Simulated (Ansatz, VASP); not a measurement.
## Co: VASP beside Ansatz

The input INCAR:

```
SYSTEM = Co
PREC     = Accurate       ! precision mode
ENCUT    = 600            ! plane-wave cutoff, eV
EDIFF    = 1E-7           ! SCF threshold, eV
ISMEAR   = 0              ! smearing method
SIGMA    = 0.1            ! smearing width, eV
LREAL    = .FALSE.        ! projectors in reciprocal space
LASPH    = .TRUE.         ! aspherical terms in the spheres
NELM     = 150            ! most SCF steps
ALGO     = Fast           ! electronic algorithm
ISIF     = 3              ! what is computed and relaxed
LWAVE    = .FALSE.        ! write WAVECAR
LCHARG   = .FALSE.        ! write CHGCAR
ISPIN    = 2              ! spin polarisation
MAGMOM   = 1.98 1.98 1.93 1.93 1.93 1.93 ! initial moments
LORBIT   = 11             ! projections on sites
LMAXMIX  = 4              ! l up to which the mixer works
GGA      = PE             ! functional
IBRION   = 2              ! ionic algorithm
NSW      = 90             ! ionic steps
EDIFFG   = -0.04          ! ionic threshold
```

Contents of KPOINTS:

```
Automatic mesh
0
G
  6 6 6
  0 0 0
```

POSCAR

```
Co
1.0
    0.0000000000      3.2173717600      3.2173717600
    3.2173717600      0.0000000000      3.2173717600
    3.2173717600      3.2173717600      0.0000000000
Co
6
Direct
    0.2500000000      0.2500000000      0.2500000000
    0.0000000000      0.0000000000      0.0000000000
    0.6250000000      0.6250000000      0.1250000000
    0.6250000000      0.1250000000      0.6250000000
    0.1250000000      0.6250000000      0.6250000000
    0.6250000000      0.6250000000      0.6250000000
```

Input for Ansatz:

```yaml
crystal:
  lattice:
    - [0.0, 3.21737176, 3.21737176]
    - [3.21737176, 0.0, 3.21737176]
    - [3.21737176, 3.21737176, 0.0]
  atoms:
    - { symbol: Co, position: [0.25, 0.25, 0.25], spin: 1.98 }
    - { symbol: Co, position: [0.0, 0.0, 0.0], spin: 1.98 }
    - { symbol: Co, position: [0.625, 0.625, 0.125], spin: 1.93 }
    - { symbol: Co, position: [0.625, 0.125, 0.625], spin: 1.93 }
    - { symbol: Co, position: [0.125, 0.625, 0.625], spin: 1.93 }
    - { symbol: Co, position: [0.625, 0.625, 0.625], spin: 1.93 }
basis:
  ecutwfc: 420
kpoints:
  mp_grid: { grid: [6, 6, 6] }
hamiltonian:
  xc: pbe
scf:
  occupations: { method: gaussian, width: 0.1 }
  lower_state_search: "off"
output:
  forces: true
  stress: true
  eigenvalues: true
  populations: true
magnetization:
  spin_polarized: true
relax:
  adjacent_minimum: "off"
  f_tol: 0.04
  max_steps: 70
  cell: { stress_tol: 0.4 }
```

Alike in both runs: task relaxation of cell and atoms; functional PBE; k mesh 6 × 6 × 6; occupations gaussian, width 0.1 eV; collinear spin.

|  | VASP | Ansatz |
| --- | --- | --- |
| version | VASP 6.6.1 | Ansatz 0.2.0 |
| potentials or method | VASP PAW PBE potentials, release 64 (Co), cutoff 600 eV | scalar-relativistic, plane waves, PAW |
| valence electrons in the cell | 54 | 102 |

```tsv
	VASP	Ansatz	Ansatz less VASP
gap on the k mesh at the Fermi level, each at its own relaxed structure (eV)	none	none	-
net moment per atom (μB)	1.74	1.77	+0.035
size of the moment on the site where the two differ most (μB)	1.74	1.82	+0.088
relaxed volume (Å³/atom)	11.48	11.53	+0.052
relaxed length of the cell vector where the two differ most in proportion (Å)	4.601	4.607	+0.0069
```

Site moments also hang on the region over which each program counts them. A gap of «none» marks a metal or a gap that the smearing closes. VASP's potentials hold 54 valence electrons a cell and Ansatz's 102, so a difference there can come from the potentials and not from the codes.
